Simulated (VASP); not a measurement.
Wanted: the native input for a VASP 6.6.1 run.

```
Task                   : relaxation of cell and atoms
Functional             : PBE
Potentials or basis    : VASP PAW PBE potentials, release 64 (Mn_pv, Si)
Cutoff                 : 600 eV
k mesh                 : 4 × 4 × 4
Occupations            : gaussian, width 0.1 eV
Spin                   : collinear spin, ferromagnetic start
Starting moments       : [4.0, 0.0, 0.0, 0.0, 0.0] μB
Dipole correction      : no
Further INCAR settings : ALGO = Normal; EDIFF = 1e-06; IBRION = 2; EDIFFG = -0.04; NSW = 90; ISIF = 3
```

The structure of MnSi4 lies in POSCAR:

```
MnSi4
1.0
   -2.6809158400      2.6809158400      2.6809158400
    2.6809158400     -2.6809158400      2.6809158400
    2.6809158400      2.6809158400     -2.6809158400
Mn Si
1 4
Direct
    0.0000000000      0.0000000000      0.0000000000
    0.5000000000      0.5000000000      0.5000000000
    0.0000000000      0.0000000000      0.5000000000
    0.0000000000      0.5000000000      0.0000000000
    0.5000000000      0.0000000000      0.0000000000
```

These files were run (other wordings do the same):

INCAR

```
  PREC = Accurate
  ENCUT = 600
  EDIFF = 1E-6
  ISMEAR = 0
  SIGMA = 0.1
  LREAL = F
  LASPH = T
  NELM = 150
  ALGO = Normal
  ISIF = 3
  LWAVE = F
  LCHARG = F
  ISPIN = 2
  MAGMOM = 4 0 0 0 0
  LORBIT = 11
  LMAXMIX = 4
  GGA = PE
  IBRION = 2
  NSW = 90
  EDIFFG = -0.04
```

KPOINTS

```
regular mesh
0
Gamma
  4 4 4
```

Potentials or basis: VASP PAW PBE potentials, release 64 (Mn_pv, Si).

Command:

```bash
$ cat potpaw_PBE.64/Mn_pv/POTCAR potpaw_PBE.64/Si/POTCAR > POTCAR
$ mpirun -np 1 vasp_std > vasp.out
```

It gave:

- Relaxed volume: 14.89 Å³/atom
- Relaxed cell: a = 4.590 Å, b = 4.590 Å, c = 4.590 Å, α = 109.47°, β = 109.47°, γ = 109.47°
- Space group after relaxing (to 0.05 Å): Im-3m (No. 229)
- Energy gained by relaxing: 6.3 meV/atom
- Ionic steps: 3
- Pressure after relaxing: 0.0 GPa
- Net moment: 1.17 μB per cell
- Site moments: Mn +1.05; Si -0.00 μB
- Valence electrons inside the program's atomic spheres: Mn 12.33; Si 1.60

Caveat: the k points lie up to 0.42 Å⁻¹ apart in the final cell; the moment fell far below its start of 4 μB, so a state of higher moment may lie lower in energy.

Run time: 2.1 min on 1 thread of AMD EPYC 7R43 64-Core Processor (Zen 3) (shared host), peak memory 0.26 GiB.
